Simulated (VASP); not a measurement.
# C15N (a cell with a defect) in VASP: notebook, part 2 of 2

VASP 6.6.1.

### Step 3. Single point, PBE

Input file INCAR:

```
SYSTEM = C15N
ALGO = Normal
EDIFF = 1E-7
ENCUT = 520
GGA = PE
ISIF = 2
ISMEAR = 0
LASPH = .TRUE.
LCHARG = .FALSE.
LREAL = Auto
LWAVE = .FALSE.
NBANDS = 46
NELM = 80
PREC = Accurate
SIGMA = 0.1
```

Input file KPOINTS:

```
k-points
0
G
  6 6 3
  0 0 0
```

Input file POSCAR:

```
C15N
1.0
   -2.4665327884     -4.2721601082      0.0000000000
    4.9330655770      0.0000000001      0.0000000000
    0.0000000000      0.0000000000      8.4654495156
N C
1 15
Direct
    0.5000000000      0.0000000000      0.2500000000
    0.4987188643      0.4993594322      0.2500000000
    0.0006405678      0.0012811357      0.2500000000
    0.0006405678      0.4993594322      0.2500000000
    0.5000000000      0.0000000000      0.7500000000
    0.5000036296      0.5000018148      0.7500000000
   -0.0000018148     -0.0000036296      0.7500000000
   -0.0000018148      0.5000018148      0.7500000000
    0.1668987962      0.8334493981      0.2500000000
    0.1666666667      0.3333333333      0.2500000000
    0.6665506019      0.8334493981      0.2500000000
    0.6665506019      0.3331012038      0.2500000000
    0.3333215758      0.1666784242      0.7500000000
    0.3333215758      0.6666431516      0.7500000000
    0.8333568484      0.1666784242      0.7500000000
    0.8333333333      0.6666666667      0.7500000000
```

Potentials or basis: VASP PAW PBE potentials, release 64 (N, C).

On the command line:

```bash
> cat potpaw_PBE.64/N/POTCAR potpaw_PBE.64/C/POTCAR > POTCAR
> mpirun -np 1 vasp_std > vasp.out
```

Run time: 2.9 min. Hardware: 1 thread of Intel Xeon Platinum 8259CL at 2.50GHz (Skylake/Cascade Lake), shared host; peak memory 0.34 GiB.

The run converged. Its results:

```yaml
Free_energy: -145.6432 eV
Pressure: -2.2 GPa
Band_gap_on_the_k_mesh: zero (an odd number of electrons rules out a gap without spin polarisation)
```

Forces on the atoms (eV/Å):
```
N    0.000  0.000  0.000
C    0.000 -0.002  0.000
C   -0.002  0.001  0.000
C    0.002  0.001  0.000
C    0.000  0.000  0.000
C    0.000 -0.001  0.000
C   -0.001  0.001  0.000
C    0.001  0.001  0.000
C    0.000  0.000  0.000
C    0.000  0.000  0.000
C    0.000  0.000  0.000
C    0.000  0.000  0.000
C   -0.001  0.000  0.000
C    0.001  0.000  0.000
C    0.000  0.001  0.000
C    0.000  0.000  0.000
```

Stress tensor (GPa, compression positive):
```
-3.19  0.00  0.00
 0.00 -3.19  0.00
 0.00  0.00 -0.10
```

Levels at points of the mesh, in eV from the Fermi level:
```csv
k point,band 30,band 31,band 32,band 33,band 34,band 35
"(0.00, 0.00, 0.00)",-2.45,-2.45,-2.45,-0.04,0.70,0.70
"(0.50, 0.00, 0.00)",-3.73,-2.82,-2.80,0.89,1.79,2.72
```

### Step 4. Relaxation of the atoms, PBE

Input file INCAR:

```
ALGO = Normal
EDIFF = 1E-6
EDIFFG = -0.025
ENCUT = 520
GGA = PE
IBRION = 2
ISIF = 2
ISMEAR = 0
LASPH = T
LCHARG = F
LREAL = Auto
LWAVE = F
NELM = 100
NSW = 65
PREC = Accurate
SIGMA = 0.1
```

Input file KPOINTS:

```
k-points
0
Gamma
  6 6 3
```

Input file POSCAR:

```
C15N
1.0
   -2.4665327884     -4.2721601082      0.0000000000
    4.9330655770      0.0000000001      0.0000000000
    0.0000000000      0.0000000000      8.4654495156
N C
1 15
Direct
    0.5000000000      0.0000000000      0.2500000000
    0.5000000000      0.5000000000      0.2500000000
    0.0000000000      0.0000000000      0.2500000000
    0.0000000000      0.5000000000      0.2500000000
    0.5000000000      0.0000000000      0.7500000000
    0.5000000000      0.5000000000      0.7500000000
    0.0000000000      0.0000000000      0.7500000000
    0.0000000000      0.5000000000      0.7500000000
    0.1666666667      0.8333333333      0.2500000000
    0.1666666667      0.3333333333      0.2500000000
    0.6666666667      0.8333333333      0.2500000000
    0.6666666667      0.3333333333      0.2500000000
    0.3333333333      0.1666666667      0.7500000000
    0.3333333333      0.6666666667      0.7500000000
    0.8333333333      0.1666666667      0.7500000000
    0.8333333333      0.6666666667      0.7500000000
```

Potentials or basis: VASP PAW PBE potentials, release 64 (N, C).

On the command line:

```bash
> cat potpaw_PBE.64/N/POTCAR potpaw_PBE.64/C/POTCAR > POTCAR
> mpirun -np 1 vasp_std > vasp.out
```

OUTCAR:

```text
EDIFF = 1E-6
   EDIFFG = -0.025
   ENCUT = 520
   GGA = PE
   IBRION = 2
   ISIF = 2
   ISMEAR = 0
   LASPH = T
   LREAL = Auto
   NELM = 100
   NSW = 65
   PREC = Accurate

 ion  position               nearest neighbor table
   1  0.500  0.000  0.250-   9 1.42  12 1.42  11 1.42
   2  0.500  0.500  0.250-  10 1.42  11 1.42  12 1.42
   3  0.000  0.000  0.250-  11 1.42  10 1.42   9 1.42
   4  0.000  0.500  0.250-  12 1.42   9 1.42  10 1.42
   5  0.500  0.000  0.750-  15 1.42  14 1.42  13 1.42
   6  0.500  0.500  0.750-  16 1.42  13 1.42  14 1.42
[... 8 lines left out ...]
  15  0.833  0.167  0.750-   5 1.42   8 1.42   7 1.42
  16  0.833  0.667  0.750-   6 1.42   7 1.42   8 1.42

  LATTYP: Found a hexagonal cell.
 ALAT       =     4.9330655769
 C/A-ratio  =     1.7160626356
[... 208 lines left out ...]
  --------------------------------------------------------------------------------------
  -------------------------------------------------------------------------------------
  Total       -3.5773886     -3.5773886     -0.1195636      0.0000000      0.0000000      0.0000000
  in kB      -32.1264149    -32.1264149     -1.0737298      0.0000000      0.0000000      0.0000000
  external PRESSURE =     -21.7755198 kB  Pullay stress =       0.0000000 kB
[... 87 lines left out ...]
--------------------------------------- Ionic step        3  -------------------------------------------

 number of electron      64.9999998 magnetization

 Free energy of the ion-electron system (eV)
  ---------------------------------------------------
  ext. energy  EPLUGINS =         0.00000000
  ---------------------------------------------------
  free energy    TOTEN  =      -145.64320719 eV

  energy without entropy =     -145.62697139  energy(sigma->0) =     -145.63508929

 E-fermi :   3.3584     XC(G=0):  -8.7723

 val. band max:        3.3177975038   @ k =   0.0000   0.0000   0.3333
 cond. band min:       3.3856199928   @ k =   0.1667   0.1667   0.3333
 fundamental gap:      0.0678224890
 Fermi energy:         3.3584484221

 k-point     1 :       0.0000    0.0000    0.0000
  band No.  band energies     occupation
      1     -18.9406      2.00000
      2     -16.2253      2.00000
      3     -14.4920      2.00000
      4     -12.2925      2.00000
      5     -12.2925      2.00000
      6     -11.3138      2.00000
[... 648 lines left out ...]
  FREE ENERGIE OF THE ION-ELECTRON SYSTEM (eV)
  ---------------------------------------------------
  free  energy   TOTEN  =      -145.6432071854 eV

  energy  without entropy=     -145.6269713851  energy(sigma->0) =     -145.63508929

 reached required accuracy - stopping structural energy minimisation
```

Run time: 5.5 min. Hardware: 1 thread of Intel Xeon Platinum 8259CL at 2.50GHz (Skylake/Cascade Lake), shared host; peak memory 0.33 GiB.

Results:

- Free energy: -145.6432 eV
- Energy gained by relaxing: 0.2 meV/atom
- Ionic steps: 3
- Pressure after relaxing: -2.2 GPa
- Largest force after relaxing: 0.012 eV/Å
- Band gap on the k mesh: zero (an odd number of electrons rules out a gap without spin polarisation)

Forces in eV/Å, atoms in the order of the input:
```
N    0.000  0.000  0.000
C    0.000 -0.001  0.000
C   -0.001  0.001  0.000
C    0.001  0.001  0.000
C    0.000  0.000  0.000
C    0.000  0.000  0.000
C    0.000  0.000  0.000
C    0.000  0.000  0.000
C    0.000 -0.012  0.000
C    0.000  0.000  0.000
C    0.010  0.006  0.000
C   -0.010  0.006  0.000
C    0.000  0.000  0.000
C    0.000  0.000  0.000
C    0.000  0.000  0.000
C    0.000  0.000  0.000
```

The path:
```
step  energy change (eV)  largest force (eV/Å)  pressure (GPa)
   1              0.0000                0.4119           -2.18
   2              0.0211                1.1287           -2.08
   3             -0.0034                0.0120           -2.16
```

Final structure:
```
N C
1.0
    -2.46653   -4.27216    0.00000
     4.93307    0.00000    0.00000
     0.00000    0.00000    8.46545
N C
1 15
Cartesian
  -1.2333 -2.1361 2.1164
  1.2333 -2.1306 2.1164
  0.0047 -0.0027 2.1164
  2.4618 -0.0027 2.1164
  -1.2333 -2.1361 6.3491
  1.2333 -2.1361 6.3491
  2.4665 -4.2721 6.3491
  0.0000 -4.2721 6.3491
  3.6998 -0.7128 2.1164
  1.2333 -0.7120 2.1164
  2.4672 -2.8477 2.1164
  -0.0007 -2.8477 2.1164
  0.0001 -1.4240 6.3491
  2.4665 -1.4240 6.3491
  -1.2333 -3.5602 6.3491
  1.2333 -3.5601 6.3491
```

### Step 5. Summary

```csv
task,cell,k mesh,gap on the mesh (eV),pressure (GPa)
single point,"a = 4.933, b = 4.933, c = 8.465 Å, angles 90.0, 90.0, 120.0°, 16 atoms",9 × 9 × 5,none,-2.2
single point,"a = 4.933, b = 4.933, c = 8.465 Å, angles 90.0, 90.0, 120.0°, 16 atoms",6 × 6 × 3,none,-2.2
relaxation of the atoms,"atoms relaxed from a = 4.933, b = 4.933, c = 8.465 Å, angles 90.0, 90.0, 120.0°, 16 atoms",6 × 6 × 3,none,-2.2
```

Alike in all rows: level PBE; potentials or basis VASP PAW PBE potentials, release 64 (N, C); no spin polarisation; cutoff (eV) 520; smearing gaussian 0.1 eV.

Absolute energies hang on the potentials; compare differences alone.
